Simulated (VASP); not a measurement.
InP: single point with PBE

Crystal: InP.

```
CELL_PARAMETERS angstrom
0.00000 3.00954 3.00954
3.00954 0.00000 3.00954
3.00954 3.00954 0.00000
ATOMIC_POSITIONS crystal
In 0.00000 0.00000 0.00000
P 0.25000 0.25000 0.25000
```

This cell differs from its parent crystal: volume scaled by 1.03.

```yaml
Program: VASP 6.6.1
Task: single point
Functional: PBE
Potentials_or_basis: VASP PAW PBE potentials, release 64 (In_d, P)
Cutoff: 520 eV
k_mesh: 10 × 10 × 10
Occupations: gaussian, width 0.02 eV
Spin: no spin polarisation
```

```yaml
Pressure: -1.7 GPa
Band_gap_on_the_k_mesh: 0.28 eV, direct
```

Levels at points of the mesh, in eV from the valence-band top:
```
           k point  band 7  band 8  band 9  band 10  band 11  band 12
(0.00, 0.00, 0.00)    0.00    0.00    0.00     0.28     4.08     4.08
(0.50, 0.00, 0.00)   -5.33   -0.86   -0.86     1.31     4.79     4.79
(0.50, 0.50, 0.00)   -5.42   -2.06   -2.06     1.89     2.25     8.73
```

Run time: 13 s on 1 thread of Intel(R) Xeon(R) 6975P-C (Granite Rapids) (shared host), peak memory 0.19 GiB.

Caveat: spin-orbit coupling is left out, which moves the levels of the heavy elements.
